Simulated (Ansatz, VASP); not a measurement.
# N: VASP beside Ansatz

```
N
1.0
     5.38750    0.00000    0.00000
     0.00000    5.38750    0.00000
     0.00000    0.00000    5.38750
N
4
Direct
  0.00037 0.00037 0.00037
  0.49963 0.99963 0.50037
  0.50037 0.49963 0.99963
  0.99963 0.50037 0.49963
```

Alike in both runs: functional r2SCAN; k mesh 4 × 4 × 4; occupations gaussian, width 0.02 eV; collinear spin.

Ansatz relaxed the structure, and its values are those at the end. VASP's run is a single point on that final structure, the one shown.

```csv
,VASP,Ansatz
version,VASP 6.6.1,Ansatz 0.2.0
potentials or method,"VASP PAW PBE potentials, release 64 (N), cutoff 520 eV","scalar-relativistic, plane waves, PAW"
valence electrons in the cell,20,20
```

|  | VASP | Ansatz | Ansatz less VASP |
| --- | --- | --- | --- |
| gap on the k mesh at the Fermi level (eV) | 4.33 | 4.33 | -0.003 |
| least direct gap on the mesh (eV) | 4.42 | 4.42 | -0.003 |
| pressure (GPa) | -0.1 | 0.1 | +0.13 |
| net moment per atom (μB) | 3.00 | 3.00 | 0.000 |
| size of the moment on the site where the two differ most (μB) | 1.99 | 2.93 | +0.940 |

VASP's potentials were made for PBE, not for r2SCAN. Site moments also hang on the region over which each program counts them. Ansatz's warnings: stress scf threshold loose.
